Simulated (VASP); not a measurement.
Crystal: CaSe.

```
Ca Se
1.0
     3.62206    0.00000    0.00000
     0.00000    3.62206    0.00000
     0.00000    0.00000    3.63478
Ca Se
1 1
Direct
  0.00000 0.00000 0.00000
  0.50000 0.50000 0.50000
```

This cell differs from its parent crystal: biaxial xy strain -0.3%.

Base run:

| Item | Value |
| --- | --- |
| Program | VASP 6.6.1 |
| Functional | r2SCAN |
| Potentials or basis | VASP PAW PBE potentials, release 64 (Ca_sv, Se) |
| Cutoff | 520 eV |
| k mesh | 8 × 8 × 8 |
| Occupations | gaussian, width 0.01 eV |
| Spin | no spin polarisation |

Its results: band gap on the k mesh 1.22 eV, direct; pressure 0.6 GPa.

The run is repeated on the same cell with these changes: functional from r2SCAN to HSE06; k mesh from 8 × 8 × 8 to 6 × 6 × 6. What comes out?

Band gap on the k mesh 1.53 eV, direct; pressure 0.5 GPa.

Several settings changed at once, so the effect can't be laid on one alone.

Caveats: the PAW data sets were made with another functional, which shifts forces and pressure a little.

A k mesh can miss the band edges.
